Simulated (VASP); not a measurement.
Input of a VASP 6.6.1 run:

The input INCAR:

```
  PREC = Accurate
  ENCUT = 500
  EDIFF = 1E-6
  ISMEAR = -1
  SIGMA = 0.1
  LREAL = F
  LASPH = T
  NELM = 120
  ALGO = Normal
  ISIF = 2
  LWAVE = F
  LCHARG = T
  LELF = T
  LVHAR = T
  NBANDS = 14
  GGA_COMPAT = F
```

The input KPOINTS:

```
regular mesh
0
Gamma
  14 14 14
```

File POSCAR:

```
Bi
1.0
    0.0000000000      2.4538671174      2.4538671174
    2.4538671174      0.0000000000      2.4538671174
    2.4538671174      2.4538671174      0.0000000000
Bi
1
Direct
    0.0000000000      0.0000000000      0.0000000000
```

Potentials or basis: VASP PAW LDA potentials, release 64 (Bi_d).

Command:

```console
$ cat potpaw_LDA.64/Bi_d/POTCAR > POTCAR
$ mpirun -np 1 vasp_std > vasp.out
```

Problem. Predict the pressure.

Solution. 0.1 GPa.
